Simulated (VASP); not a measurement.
# BN (R3m) in VASP: notebook

The runs below take BN through single point, phonons, with PBE+D3(BJ).

Program: VASP 6.6.1. These are calculated values, not measurements. Logs are shortened: lines on timing, memory, paths and dates and some standing lists are left out, and cuts for length are marked.

**1. The cell of the first run**

Symmetry: R3m, No. 160, trigonal system. The conventional cell has a = 2.506 Å, b = 2.506 Å, c = 9.885 Å, α = 90.00°, β = 90.00°, γ = 120.00°. B (site symmetry 3m) has 3 N at 1.45 Å within 1.9 Å. N (site symmetry 3m) has 3 B at 1.45 Å within 1.9 Å.

**2. Single point, PBE+D3(BJ)**

The input, POSCAR:

```
BN
1.0
    1.2530569069      0.7234527425      3.2948837565
   -1.2530569069      0.7234527425      3.2948837565
    0.0000000000     -1.4469054851      3.2948837565
B N
1 1
Direct
    0.9996975442      0.9996975442      0.9996975442
    0.3327354558      0.3327354558      0.3327354558
```

The input, INCAR.step1:

```
SYSTEM = BN
PREC     = Accurate       ! precision mode
ENCUT    = 520            ! plane-wave cutoff, eV
EDIFF    = 1E-6           ! SCF threshold, eV
ISMEAR   = 0              ! smearing method
SIGMA    = 0.02           ! smearing width, eV
LREAL    = .False.        ! projectors in reciprocal space
LASPH    = .True.         ! aspherical terms in the spheres
NELM     = 100            ! most SCF steps
ALGO     = Normal         ! electronic algorithm
ISIF     = 2              ! what is computed and relaxed
LWAVE    = .False.        ! write WAVECAR
LCHARG   = .True.         ! write CHGCAR
GGA      = PE             ! functional
IVDW     = 12             ! dispersion correction
NBANDS   = 11             ! bands
```

The input, KPOINTS.step1:

```
Automatic mesh
0
Gamma
  12 12 12
  0 0 0
```

The input, INCAR.step2:

```
SYSTEM = BN
PREC     = Accurate       ! precision mode
ENCUT    = 520            ! plane-wave cutoff, eV
EDIFF    = 1E-6           ! SCF threshold, eV
ISMEAR   = -5             ! smearing method
SIGMA    = 0.02           ! smearing width, eV
LREAL    = .False.        ! projectors in reciprocal space
LASPH    = .True.         ! aspherical terms in the spheres
NELM     = 100            ! most SCF steps
ALGO     = Normal         ! electronic algorithm
ISIF     = 2              ! what is computed and relaxed
LWAVE    = .False.        ! write WAVECAR
LCHARG   = .False.        ! write CHGCAR
GGA      = PE             ! functional
IVDW     = 12             ! dispersion correction
LORBIT   = 11             ! projections on sites
NEDOS    = 1001           ! points of the DOS
ICHARG   = 11             ! starting density
```

The input, KPOINTS.step2:

```
Automatic mesh
0
Gamma
  18 18 18
  0 0 0
```

Potentials or basis: VASP PAW PBE potentials, release 64 (B, N).

Launch:

```sh
> cat potpaw_PBE.64/B/POTCAR potpaw_PBE.64/N/POTCAR > POTCAR
> cp INCAR.step1 INCAR
> cp KPOINTS.step1 KPOINTS
> mpirun -np 1 vasp_std > vasp.out
> cp INCAR.step2 INCAR
> cp KPOINTS.step2 KPOINTS
> mpirun -np 1 vasp_std > vasp.out
```

OUTCAR:

```text
SYSTEM = BN
   PREC = Accurate
   ENCUT = 520
   EDIFF = 1E-6
   ISMEAR = -5
   LREAL = .False.
   LASPH = .True.
   NELM = 100
   ISIF = 2
   GGA = PE
   IVDW = 12
   LORBIT = 11
   ICHARG = 11
 IVDW          = 12

 ion  position               nearest neighbor table
   1  1.000  1.000  1.000-   2 1.45   2 1.45   2 1.45
   2  0.333  0.333  0.333-   1 1.45   1 1.45   1 1.45

  LATTYP: Found a trigonal (rhomboedric) cell.
 ALAT       =     3.5985822835
 COS(alpha) =     0.7575016935

  Lattice vectors:

 A1 = (   1.2530569069,   0.7234527425,   3.2948837565)
 A2 = (  -1.2530569069,   0.7234527425,   3.2948837565)
 A3 = (   0.0000000000,  -1.4469054851,   3.2948837565)

Analysis of symmetry for initial positions (statically):
=====================================================================
 Subroutine PRICEL returns:
 Original cell was already a primitive cell.

 Routine SETGRP: Setting up the symmetry group for a
 trigonal (rhombohedral) supercell.

 Subroutine GETGRP returns: Found  6 space group operations
 (whereof  6 operations were pure point group operations)
 out of a pool of 12 trial point group operations.

The static configuration has the point symmetry C_3v.

Analysis of symmetry for dynamics (positions and initial velocities):
=====================================================================
 Subroutine PRICEL returns:
 Original cell was already a primitive cell.

 Routine SETGRP: Setting up the symmetry group for a
 trigonal (rhombohedral) supercell.

 Subroutine GETGRP returns: Found  6 space group operations
 (whereof  6 operations were pure point group operations)
 out of a pool of 12 trial point group operations.

The dynamic configuration has the point symmetry C_3v.

 Subroutine INISYM returns: Found  6 space group operations
 (whereof  6 operations are pure point group operations),
 and found     1 'primitive' translations

----------------------------------------------------------------------------------------

                                     Primitive cell

  volume of cell :      17.9214

  direct lattice vectors                    reciprocal lattice vectors
     1.253056907  0.723452743  3.294883756     0.399024176  0.230376716  0.101166948
    -1.253056907  0.723452743  3.294883756    -0.399024176  0.230376716  0.101166948
     0.000000000 -1.446905485  3.294883756     0.000000000 -0.460753431  0.101166948

  length of vectors
[... 95 lines left out ...]
   NELECT =       8.0000    total number of electrons
   NUPDOWN=      -1.0000    fix difference up-down
   EMIN   =  10.00;   EMAX   =-10.00  energy-range for DOS
   EFERMI =   0.00;   METHOD = LEGACY
   ISMEAR =    -5;   SIGMA  =   0.02  broadening in eV -4-tet -1-fermi 0-gaus
   EFERMI_NEDOS =   21; number of points for ismear=-14 and -15
   IALGO  =     38    algorithm
   IMIX   =      4    mixing-type and parameters
     AMIX     =   0.40;   BMIX     =  1.00
     AMIX_MAG =   1.60;   BMIX_MAG =  1.00
  volume/ion in A,a.u.               =       8.96        60.47
  Fermi-wavevector in a.u.,A,eV,Ry     =   1.251163  2.364356 21.298697  1.565410
  Thomas-Fermi vector in A             =   2.385124
   LORBIT       =     11    0 simple, 1 ext, 2 COOP (PROOUT), +10 PAW based schemes
   GGA     = PE    functional components
   LHFCALC =     F    Hartree Fock is set to
   AEXX    =    0.0000 exact exchange contribution
   IVDW    =    12    specifies the selected vdW correction
   LEPSILON=     F    determine dielectric tensor
   LRPA    =     F    only Hartree local field effects (RPA)
 non-spin polarized calculation
 Fermi weights with tetrahedron method with Bloechl corrections
  energy-cutoff  :      520.00
  volume of cell :       17.92
 maximum number of plane-waves:       508

 number of electron       8.0000000 magnetization

 Free energy of the ion-electron system (eV)
  ---------------------------------------------------
  ext. energy  EPLUGINS =         0.00000000
  ---------------------------------------------------
  free energy    TOTEN  =       -17.57501302 eV

  energy without entropy =      -17.57501302  energy(sigma->0) =      -17.57501302

 E-fermi :   2.3654     XC(G=0): -10.1250

 val. band max:        2.3533417734   @ k =  -0.2222   0.3889   0.0556
 cond. band min:       6.5241586918   @ k =   0.5000   0.5000   0.0000
 fundamental gap:      4.1708169184
 Fermi energy:         2.3653564082

 k-point     1 :       0.0000    0.0000    0.0000
  band No.  band energies     occupation
      1     -15.4723      2.00000
      2      -1.7188      2.00000
      3       1.0141      2.00000
      4       1.0141      2.00000
      5       7.6106      0.00000
      6      13.9518      0.00000
      7      13.9518      0.00000
      8      15.4325      0.00000
[... 243 lines left out ...]
 k-point    24 :      -0.2222    0.0556   -0.0000
  band No.  band energies     occupation
      1     -14.2486      2.00000
      2      -2.7930      2.00000
      3      -0.7453      2.00000
      4      -0.3181      2.00000
      5       9.6053      0.00000
      6      11.8175      0.00000
      7      13.9086      0.00000
      8      18.0221      0.00000

 [... further k-points ...]

------------------------ aborting loop because EDIFF is reached ----------------------------------------

 Edisp (eV)   -0.28458

 E8    (eV) :    -0.0835

  FORCE on cell =-STRESS in cart. coord.  units (eV):
  Direction    XX          YY          ZZ          XY          YZ          ZX
  --------------------------------------------------------------------------------------
  -------------------------------------------------------------------------------------
  Total       0.01976     0.01976    -0.01611     0.00000     0.00000    -0.00000
  in kB       1.76621     1.76621    -1.43999     0.00000     0.00000    -0.00000
  external pressure =        0.70 kB  Pullay stress =        0.00 kB

 VOLUME and BASIS-vectors are now :
 -----------------------------------------------------------------------------
  energy-cutoff  :      520.00
  volume of cell :       17.92
      direct lattice vectors                 reciprocal lattice vectors
     1.253056907  0.723452743  3.294883756     0.399024176  0.230376716  0.101166948
    -1.253056907  0.723452743  3.294883756    -0.399024176  0.230376716  0.101166948
     0.000000000 -1.446905485  3.294883756     0.000000000 -0.460753431  0.101166948

 POSITION                                       TOTAL-FORCE (eV/Angst)
 -----------------------------------------------------------------------------------
      0.00000     -0.00000      9.88166         0.000000     -0.000000      0.000211
      0.00000     -0.00000      3.28897         0.000000      0.000000     -0.000211
 -----------------------------------------------------------------------------------
    total drift:                               -0.000000     -0.000000     -0.000249

  FREE ENERGIE OF THE ION-ELECTRON SYSTEM (eV)
  ---------------------------------------------------
  free  energy   TOTEN  =       -17.8595948145 eV

  energy  without entropy=      -17.8595948145  energy(sigma->0) =      -17.85959481

 total charge

# of ion       s       p       d       tot
------------------------------------------
    1        0.744   1.424   0.000   2.167
    2        1.225   2.795   0.000   4.020
--------------------------------------------------
tot          1.969   4.218   0.000   6.187
```

OUTCAR.step1:

```text
SYSTEM = BN
   PREC = Accurate
   ENCUT = 520
   EDIFF = 1E-6
   ISMEAR = 0
   LREAL = .False.
   LASPH = .True.
[... 564 lines left out ...]
      0.00000     -0.00000      9.88166         0.000000     -0.000000      0.000071
      0.00000     -0.00000      3.28897         0.000000      0.000000     -0.000071
 -----------------------------------------------------------------------------------
    total drift:                               -0.000000     -0.000000      0.000051

  FREE ENERGIE OF THE ION-ELECTRON SYSTEM (eV)
  ---------------------------------------------------
  free  energy   TOTEN  =       -17.8595988471 eV

  energy  without entropy=      -17.8595988471  energy(sigma->0) =      -17.85959885
```

OSZICAR.step1:

```text
N       E                     dE             d eps       ncg     rms          rms(c)
DAV:   1     0.134756176192E+02    0.13476E+02   -0.46350E+03  4214   0.686E+02
DAV:   2    -0.185644776716E+02   -0.32040E+02   -0.30700E+02  4994   0.160E+02
DAV:   3    -0.193369046731E+02   -0.77243E+00   -0.77130E+00  5065   0.232E+01
DAV:   4    -0.193392218085E+02   -0.23171E-02   -0.23171E-02  4577   0.141E+00
DAV:   5    -0.193392314204E+02   -0.96119E-05   -0.96119E-05  5081   0.807E-02    0.795E+00
DAV:   6    -0.177596366748E+02    0.15796E+01   -0.52048E+00  4714   0.127E+01    0.362E+00
DAV:   7    -0.176115157822E+02    0.14812E+00   -0.23719E-01  4911   0.367E+00    0.222E+00
DAV:   8    -0.175743175781E+02    0.37198E-01   -0.11229E-01  5048   0.206E+00    0.256E-01
DAV:   9    -0.175746235473E+02   -0.30597E-03   -0.26573E-03  4563   0.419E-01    0.139E-01
DAV:  10    -0.175749939756E+02   -0.37043E-03   -0.50578E-04  4695   0.163E-01    0.240E-02
DAV:  11    -0.175750176841E+02   -0.23708E-04   -0.49999E-05  4993   0.481E-02    0.210E-02
DAV:  12    -0.175750170480E+02    0.63606E-06   -0.94920E-06  4659   0.205E-02
   1 F= -.17859599E+02 E0= -.17859599E+02  d E =-.648565E-26
```

Run time: 3.2 min. Hardware: 1 thread of AMD EPYC 7R13, shared host; peak memory 0.2 GiB.

What came out:

```yaml
Valence_electrons_inside_the_program's_atomic_spheres: B 2.17; N 4.02
Dispersion_energy_per_atom: -0.142 eV
```

[end of part 1 of 2]
